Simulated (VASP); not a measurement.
Cr, 1 atom in the cell. The structure is cubic, space group Im-3m (No. 229). The conventional cell has a = 2.334 Å, b = 2.334 Å, c = 2.334 Å, α = 90.00°, β = 90.00°, γ = 90.00°. Within 2.7 Å of Cr (site symmetry m-3m) lie 14 Cr at 2.02 to 2.33 Å.  This cell differs from its parent crystal: volume scaled by 0.55.

- Program: VASP 6.6.1
- Task: single point
- Functional: PBE
- Potentials or basis: VASP PAW PBE potentials, release 64 (Cr_pv)
- Cutoff: 520 eV
- k mesh: 21 × 21 × 21
- Occupations: fermi-dirac, width 0.08 eV
- Spin: no spin polarisation
- Dipole correction: no
- Further INCAR settings: ALGO = Normal; EDIFF = 1e-06; NBANDS = 12

Potentials or basis: VASP PAW PBE potentials, release 64 (Cr_pv).

The run is started by

```sh
$ cat potpaw_PBE.64/Cr_pv/POTCAR > POTCAR
$ mpirun -np 1 vasp_std > vasp.out
```

Hardware: 1 thread of Intel(R) Xeon(R) Platinum 8259CL CPU @ 2.50GHz (Skylake/Cascade Lake) (shared host).

Q: How long does it take, and how much memory?

A: It took 12 s on 1 thread of Intel(R) Xeon(R) Platinum 8259CL CPU @ 2.50GHz (Skylake/Cascade Lake) (shared host), peak memory 0.13 GiB. Counts: scf iterations 12, k points 286.
